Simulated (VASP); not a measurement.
Set up this calculation in VASP 6.6.1, as the native input.

```yaml
Task: single point
Functional: PBEsol
Potentials_or_basis: VASP PAW PBE potentials, release 64 (Mg, O)
Cutoff: 520 eV
k_mesh: 1 × 1 × 8
Occupations: gaussian, width 0.05 eV
Spin: no spin polarisation
Dipole_correction: no
Further_INCAR_settings: LREAL = Auto; ALGO = Normal; EDIFF = 1e-07; NBANDS = 46
```

The structure of MgO lies in POSCAR:

```
MgO
1.0
   15.3000000000      0.0000000000      0.0000000000
    0.0000000000     13.5000000000      0.0000000000
    0.0000000000      0.0000000000      4.2142589468
Mg O
8 8
Direct
    0.2934186791      0.5000000000      0.0000000000
    0.5688604403      0.5000000000      0.0000000000
    0.5688604403      0.3439163353      0.5000000000
    0.5688604403      0.6560836647      0.5000000000
    0.4311395597      0.5000000000      0.5000000000
    0.7065813209      0.5000000000      0.5000000000
    0.4311395597      0.3439163353      0.0000000000
    0.4311395597      0.6560836647      0.0000000000
    0.4311395597      0.5000000000      0.0000000000
    0.7065813209      0.5000000000      0.0000000000
    0.4311395597      0.3439163353      0.5000000000
    0.4311395597      0.6560836647      0.5000000000
    0.2934186791      0.5000000000      0.5000000000
    0.5688604403      0.5000000000      0.5000000000
    0.5688604403      0.3439163353      0.0000000000
    0.5688604403      0.6560836647      0.0000000000
```

These files were run (other wordings do the same):

INCAR

```
SYSTEM = MgO
PREC = Accurate ; ENCUT = 520
EDIFF = 1E-7 ; ISMEAR = 0
SIGMA = 0.05 ; LREAL = Auto
LASPH = .True. ; NELM = 100
ALGO = Normal ; ISIF = 2
LWAVE = .False. ; LCHARG = .True.
GGA = PS ; LELF = .True.
LVHAR = .True. ; NBANDS = 46
```

KPOINTS

```
regular mesh
0
Gamma
  1 1 8
  0 0 0
```

Potentials or basis: VASP PAW PBE potentials, release 64 (Mg, O).

The run is started by

```sh
$ cat potpaw_PBE.64/Mg/POTCAR potpaw_PBE.64/O/POTCAR > POTCAR
$ mpirun -np 1 vasp_std > vasp.out
```

It gave:

The largest force is 1.539 eV/Å. The band gap on the k mesh is 1.48 eV.

Caveat: the PAW data sets were made with another functional, which shifts forces and pressure a little.

Wall time 5.8 min on 1 thread of Intel(R) Xeon(R) Platinum 8559C (Emerald Rapids) (shared host), peak memory 0.76 GiB.
